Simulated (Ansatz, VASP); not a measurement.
**One calculation of Ag, two programs**

```
CELL_PARAMETERS angstrom
-1.65565 1.65565 1.65565
1.65565 -1.65565 1.65565
1.65565 1.65565 -1.65565
ATOMIC_POSITIONS crystal
Ag 0.00000 0.00000 0.00000
```

Alike in both runs: task relaxation of cell and atoms; functional PBEsol; k mesh 11 × 11 × 11; occupations fermi-dirac, width 0.05 eV; no spin polarisation.

```csv
,VASP,Ansatz
version,VASP 6.6.1,Ansatz 0.2.0
potentials or method,"VASP PAW PBE potentials, release 64 (Ag), cutoff 600 eV","all-electron LAPW, scalar-relativistic"
```

VASP gave:

```
relaxed volume (Å³/atom)                                     : 16.77
relaxed cell length with the largest relative difference (Å) : 2.793
```

Q: Estimate Ansatz's values.

A: Relaxed volume (Å³/atom): 16.79; relaxed cell length with the largest relative difference (Å): 2.794.

VASP's potentials were made for PBE, not for PBEsol. Ansatz ran all-electron here, and VASP with PAW potentials.
